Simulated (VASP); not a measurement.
# LiNb16 (a cell with a defect) in VASP: single point with PBE

Aim: the single point of LiNb16 (a cell with a defect) with PBE.

Everything below comes from runs of VASP 6.6.1. Logs are shortened: lines on timing, memory, paths and dates and some standing lists are left out, and cuts for length are marked.

### Step 1. The cell of the first run

The cell holds a defect, 17 atoms: a = 6.600 Å, b = 6.600 Å, c = 6.600 Å, α = 90.00°, β = 90.00°, γ = 90.00°.

### Step 2. Single point, PBE

INCAR

```
ALGO = Normal
EDIFF = 1E-6
ENCUT = 520
GGA = PE
ISIF = 2
ISMEAR = -1
LASPH = True
LCHARG = False
LREAL = Auto
LWAVE = False
NBANDS = 120
NELM = 60
PREC = Accurate
SIGMA = 0.15
```

KPOINTS

```
k-points
0
Gamma
  3 3 3
```

POSCAR

```
LiNb16
1.0
    6.6000000000      0.0000000000      0.0000000000
    0.0000000000      6.6000000000      0.0000000000
    0.0000000000      0.0000000000      6.6000000000
Nb Li
16 1
Direct
   -0.0068484848     -0.0375000000     -0.0279090909
    0.5114545455      0.0044696970      0.0027121212
   -0.0174242424      0.4793787879     -0.0024393939
   -0.0240151515      0.0094393939      0.4865303030
    0.2487424242      0.2775303030      0.2452121212
    0.5469545455      0.4640909091      0.0135606061
    0.4900303030      0.0016515152      0.5020757576
    0.7547575758      0.2293939394      0.2466666667
   -0.0216818182      0.5228787879      0.5094545455
    0.2524545455      0.7739545455      0.2860757576
    0.2699242424      0.2631666667      0.7431969697
    0.4785606061      0.4982727273      0.4817575758
    0.7438484848      0.7384545455      0.2482575758
    0.7468181818      0.2177727273      0.7484393939
    0.2481515152      0.7825000000      0.7013181818
    0.7465303030      0.7398333333      0.7641363636
    0.2489393939      0.6417121212      0.0099090909
```

Potentials or basis: VASP PAW PBE potentials, release 64 (Nb_sv, Li_sv).

Command:

```bash
cat potpaw_PBE.64/Nb_sv/POTCAR potpaw_PBE.64/Li_sv/POTCAR > POTCAR
mpirun -np 1 vasp_std > vasp.out
```

OUTCAR:

```text
EDIFF = 1E-6
   ENCUT = 520
   GGA = PE
   ISIF = 2
   ISMEAR = -1
   LASPH = True
   LREAL = Auto
   NELM = 60
   PREC = Accurate

 ion  position               nearest neighbor table
   1  0.993  0.962  0.972-  16 2.59  17 2.72  15 2.73  14 2.77  13 2.87  10 2.96   8 2.98
   2  0.511  0.004  0.003-  14 2.69   8 2.72  16 2.82  13 2.84  11 2.90  10 2.96   5 2.97  15 3.02
                             6 3.04
   3  0.983  0.479  0.998-  17 2.06   5 2.74   8 2.77  16 2.78  14 2.85  13 2.85   6 2.88  11 2.91

   4  0.976  0.009  0.487-   8 2.60  14 2.68  15 2.73  10 2.74  13 2.83  16 2.97   5 2.98
   5  0.249  0.278  0.245-  12 2.62   3 2.74   6 2.78   7 2.95   2 2.97   9 2.97   4 2.98
   6  0.547  0.464  0.014-  17 2.29   8 2.58  13 2.71  14 2.73   5 2.78  16 2.79  11 2.88   3 2.88
                             2 3.04
   7  0.490  0.002  0.502-  15 2.52  10 2.60  14 2.75  11 2.76   8 2.86  13 2.94   5 2.95  16 2.97

   8  0.755  0.229  0.247-   6 2.58   4 2.60   2 2.72   3 2.77   7 2.86   1 2.98  12 2.98   9 2.99

   9  0.978  0.523  0.509-  16 2.69  13 2.72  15 2.78  10 2.86   5 2.97  14 2.98   8 2.99  11 3.00

  10  0.252  0.774  0.286-  17 2.02   7 2.60  12 2.68   4 2.74  15 2.74   9 2.86   2 2.96   1 2.96

  11  0.270  0.263  0.743-  12 2.70   7 2.76   6 2.88   2 2.90   3 2.91   9 3.00
  12  0.479  0.498  0.482-   5 2.62  10 2.68  11 2.70  15 2.82  13 2.82   8 2.98  16 3.02
  13  0.744  0.738  0.248-   6 2.71   9 2.72  12 2.82   4 2.83   2 2.84   3 2.85   1 2.87   7 2.94

  14  0.747  0.218  0.748-   4 2.68   2 2.69   6 2.73   7 2.75   1 2.77   3 2.85   9 2.98
  15  0.248  0.782  0.701-  17 2.24   7 2.52   1 2.73   4 2.73  10 2.74   9 2.78  12 2.82   2 3.02

  16  0.747  0.740  0.764-   1 2.59   9 2.69   3 2.78   6 2.79   2 2.82   4 2.97   7 2.97  12 3.02

  17  0.249  0.642  0.010-  10 2.02   3 2.06  15 2.24   6 2.29   1 2.72

  LATTYP: Found a simple cubic cell.
 ALAT       =     6.6000000000

  Lattice vectors:

 A1 = (   6.6000000000,   0.0000000000,   0.0000000000)
 A2 = (   0.0000000000,   6.6000000000,   0.0000000000)
 A3 = (   0.0000000000,   0.0000000000,   6.6000000000)

Analysis of symmetry for initial positions (statically):
=====================================================================
 Subroutine PRICEL returns:
 Original cell was already a primitive cell.

 Routine SETGRP: Setting up the symmetry group for a
 simple cubic supercell.

 Subroutine GETGRP returns: Found  1 space group operations
 (whereof  1 operations were pure point group operations)
 out of a pool of 48 trial point group operations.

The static configuration has the point symmetry C_1 .

Analysis of symmetry for dynamics (positions and initial velocities):
=====================================================================
 Subroutine PRICEL returns:
 Original cell was already a primitive cell.

 Routine SETGRP: Setting up the symmetry group for a
 simple cubic supercell.

 Subroutine GETGRP returns: Found  1 space group operations
 (whereof  1 operations were pure point group operations)
 out of a pool of 48 trial point group operations.

The dynamic configuration has the point symmetry C_1 .

 Subroutine INISYM returns: Found  1 space group operations
 (whereof  1 operations are pure point group operations),
 and found     1 'primitive' translations

----------------------------------------------------------------------------------------

                                     Primitive cell

  volume of cell :     287.4960

  direct lattice vectors                    reciprocal lattice vectors
     6.600000000  0.000000000  0.000000000     0.151515152  0.000000000  0.000000000
     0.000000000  6.600000000  0.000000000     0.000000000  0.151515152  0.000000000
     0.000000000  0.000000000  6.600000000     0.000000000  0.000000000  0.151515152

  length of vectors
     6.600000000  6.600000000  6.600000000     0.151515152  0.151515152  0.151515152

  position of ions in fractional coordinates (direct lattice)
     0.993151515  0.962500000  0.972090909
     0.511454546  0.004469697  0.002712121
     0.982575758  0.479378788  0.997560606
     0.975984848  0.009439394  0.486530303
     0.248742424  0.277530303  0.245212121
     0.546954546  0.464090909  0.013560606
[... 9 lines left out ...]
     0.746530303  0.739833333  0.764136364
     0.248939394  0.641712121  0.009909091

  ion indices of the primitive-cell ions
   primitive index   ion index
                 1           1
                 2           2
                 3           3
                 4           4
                 5           5
                 6           6
[... 9 lines left out ...]
                16          16
                17          17

----------------------------------------------------------------------------------------

 KPOINTS: k-points

Automatic generation of k-mesh.
 Grid dimensions read from file:
 generate k-points for:    3    3    3

 Generating k-lattice:

  Cartesian coordinates                     Fractional coordinates (reciprocal lattice)
     0.050505051  0.000000000  0.000000000     0.333333333  0.000000000  0.000000000
     0.000000000  0.050505051  0.000000000     0.000000000  0.333333333  0.000000000
     0.000000000  0.000000000  0.050505051     0.000000000  0.000000000  0.333333333

  Length of vectors
     0.050505051  0.050505051  0.050505051

  Shift w.r.t. Gamma in fractional coordinates (k-lattice)
     0.000000000  0.000000000  0.000000000

 Subroutine IBZKPT returns following result:
 ===========================================

 Found     14 irreducible k-points:

 Following reciprocal coordinates:
            Coordinates               Weight
  0.000000  0.000000  0.000000      1.000000
  0.333333  0.000000  0.000000      2.000000
  0.000000  0.333333  0.000000      2.000000
  0.000000  0.000000  0.333333      2.000000
  0.333333  0.333333  0.000000      2.000000
  0.000000  0.333333  0.333333      2.000000
  0.333333  0.000000  0.333333      2.000000
 -0.333333  0.333333  0.000000      2.000000
 -0.333333  0.000000  0.333333      2.000000
  0.000000 -0.333333  0.333333      2.000000
  0.333333  0.333333  0.333333      2.000000
 -0.333333  0.333333  0.333333      2.000000
 -0.333333 -0.333333  0.333333      2.000000
  0.333333 -0.333333  0.333333      2.000000
   k-points           NKPTS =     14   k-points in BZ     NKDIM =     14   number of bands    NBANDS=    120
   number of dos      NEDOS =    301   number of ions     NIONS =     17
   total plane-waves  NPLWV = 125000
   dimension x,y,z NGX =    50 NGY =   50 NGZ =   50
   dimension x,y,z NGXF=   100 NGYF=  100 NGZF=  100
   ions per type =              16   1
   NGX,Y,Z   is equivalent  to a cutoff of  12.59, 12.59, 12.59 a.u.
   NGXF,Y,Z  is equivalent  to a cutoff of  25.19, 25.19, 25.19 a.u.
 SYSTEM =  unknown system
   PREC   = accura    normal or accurate (medium, high low for compatibility)
   ISTART =      0    job   : 0-new  1-cont  2-samecut
   ICHARG =      2    charge: 1-file 2-atom 10-const
   ISPIN  =      1    spin polarized calculation?
   LNONCOLLINEAR =      F non collinear calculations
   LSORBIT =      F    spin-orbit coupling
   LASPH  =      T    aspherical Exc in radial PAW
   ENCUT  =  520.0 eV  38.22 Ry    6.18 a.u.  12.27 12.27 12.27*2*pi/ulx,y,z
   NELM   =     60;   NELMIN=  2; NELMDL= -5     # of ELM steps
   EDIFF  = 0.1E-05   stopping-criterion for ELM
   LREAL  =      T    real-space projection
   EDIFFG = 0.1E-04   stopping-criterion for IOM
   NSW    =      0    number of steps for IOM
   IBRION =     -1    ionic relax: 0-MD 1-quasi-New 2-CG
   NFREE  =      0    steps in history (QN), initial steepest desc. (CG)
   ISIF   =      2    stress and relaxation
   ISYM   =      2    0-nonsym 1-usesym 2-fastsym
   POTIM  = 0.5000    time-step for ionic-motion
   TEBEG  =    0.0;   TEEND  =   0.0 temperature during run
   PSTRESS=    0.0 pullay stress
   NELECT =     211.0000    total number of electrons
   NUPDOWN=      -1.0000    fix difference up-down
   EMIN   =  10.00;   EMAX   =-10.00  energy-range for DOS
   EFERMI =   0.00;   METHOD = LEGACY
   ISMEAR =    -1;   SIGMA  =   0.15  broadening in eV -4-tet -1-fermi 0-gaus
   EFERMI_NEDOS =   21; number of points for ismear=-14 and -15
   IALGO  =     38    algorithm
   IMIX   =      4    mixing-type and parameters
     AMIX     =   0.40;   BMIX     =  1.00
     AMIX_MAG =   1.60;   BMIX_MAG =  1.00
  volume/ion in A,a.u.               =      16.91       114.12
  Fermi-wavevector in a.u.,A,eV,Ry     =   1.476698  2.790555 29.669371  2.180637
  Thomas-Fermi vector in A             =   2.591193
   LORBIT       =      0    0 simple, 1 ext, 2 COOP (PROOUT), +10 PAW based schemes
   GGA     = PE    functional components
   LHFCALC =     F    Hartree Fock is set to
   AEXX    =    0.0000 exact exchange contribution
   IVDW    =     0    specifies the selected vdW correction
   LEPSILON=     F    determine dielectric tensor
   LRPA    =     F    only Hartree local field effects (RPA)
 non-spin polarized calculation
  energy-cutoff  :      520.00
  volume of cell :      287.50
 maximum number of plane-waves:      7809
 NGX is ok and might be reduce to    50
   NGX = 25   NGY = 25   NGZ = 25

 number of electron     210.9999995 magnetization

 Free energy of the ion-electron system (eV)
  ---------------------------------------------------
  ext. energy  EPLUGINS =         0.00000000
  ---------------------------------------------------
  free energy    TOTEN  =      -160.09260596 eV

  energy without entropy =     -158.77796092  energy(sigma->0) =     -159.43528344

 E-fermi :  11.5480     XC(G=0): -12.5530

 val. band max:       11.5473724142   @ k =  -0.3333   0.3333   0.0000
 cond. band min:      11.5494735123   @ k =  -0.3333   0.0000   0.3333
 fundamental gap:      0.0021010981
 Fermi energy:        11.5479534562

 k-point     1 :       0.0000    0.0000    0.0000
  band No.  band energies     occupation
      1     -42.9953      2.00000
      2     -42.8346      2.00000
      3     -42.8194      2.00000
      4     -42.7876      2.00000
      5     -42.7769      2.00000
      6     -42.7410      2.00000
[... 109 lines left out ...]
    116      13.2870      0.00002
    117      13.5376      0.00000
[... 1558 lines left out ...]
    116      13.2933      0.00002
    117      13.5651      0.00000
 [bands above 117 left out]

------------------------ aborting loop because EDIFF is reached ----------------------------------------

  FORCE on cell =-STRESS in cart. coord.  units (eV):
  Direction    XX          YY          ZZ          XY          YZ          ZX
  --------------------------------------------------------------------------------------
  -------------------------------------------------------------------------------------
  Total       21.4523041     19.4444254     24.6519077      1.7483087      1.1542460      0.1772039
  in kB      119.5508646    108.3612209    137.3818337      9.7430938      6.4324606      0.9875339
  external PRESSURE =     121.7646397 kB  Pullay stress =       0.0000000 kB

 VOLUME and BASIS-vectors are now :
 -----------------------------------------------------------------------------
  energy-cutoff  :      520.00
  volume of cell :      287.50
      direct lattice vectors                 reciprocal lattice vectors
     6.600000000  0.000000000  0.000000000     0.151515152  0.000000000  0.000000000
     0.000000000  6.600000000  0.000000000     0.000000000  0.151515152  0.000000000
     0.000000000  0.000000000  6.600000000     0.000000000  0.000000000  0.151515152

 POSITION                                       TOTAL-FORCE (eV/Angst)
 -----------------------------------------------------------------------------------
      6.55480      6.35250      6.41580         1.298465      2.073889      1.511759
      3.37560      0.02950      0.01790        -1.095857     -1.202484     -0.142554
      6.48500      3.16390      6.58390        -1.269017     -1.044255     -0.309671
      6.44150      0.06230      3.21110         0.919518      0.075049      0.450301
      1.64170      1.83170      1.61840        -0.720523     -1.256795     -0.352636
      3.60990      3.06300      0.08950        -0.894846      0.356448     -0.540310
[... 9 lines left out ...]
      4.92710      4.88290      5.04330        -0.793340     -0.450169     -1.265791
      1.64300      4.23530      0.06540         1.508814     -0.111560     -1.258160
 -----------------------------------------------------------------------------------
    total drift:                               -0.003807      0.011078      0.000662

  FREE ENERGIE OF THE ION-ELECTRON SYSTEM (eV)
  ---------------------------------------------------
  free  energy   TOTEN  =      -160.0926059553 eV

  energy  without entropy=     -158.7779609174  energy(sigma->0) =     -159.43528344
```

It took 43 min on 1 thread of Intel Xeon 8259CL, shared host; peak memory 0.52 GiB.

What came out:

```yaml
Free_energy: -160.0926 eV
Largest_force: 2.876 eV/Å
Band_gap_on_the_k_mesh: zero (an odd number of electrons rules out a gap without spin polarisation)
```

Forces on the atoms (eV/Å):
```
Nb   1.298  2.074  1.512
Nb  -1.096 -1.202 -0.143
Nb  -1.269 -1.044 -0.310
Nb   0.920  0.075  0.450
Nb  -0.721 -1.257 -0.353
Nb  -0.895  0.356 -0.540
Nb   1.084  1.034 -0.625
Nb  -0.078  0.342  0.390
Nb   0.842 -1.422 -0.549
Nb  -0.780  0.700  0.249
Nb  -1.504 -0.073  0.438
Nb   1.570  0.265  1.273
Nb  -0.066  0.184  0.232
Nb   0.342  1.236 -0.557
Nb  -0.364 -0.706  1.056
Nb  -0.793 -0.450 -1.266
Li   1.509 -0.112 -1.258
```

Caveat: the cutoff is under 1.25 times the usual one of these potentials, so pressure, stress and relaxed cells hold a basis-set (Pulay) error.
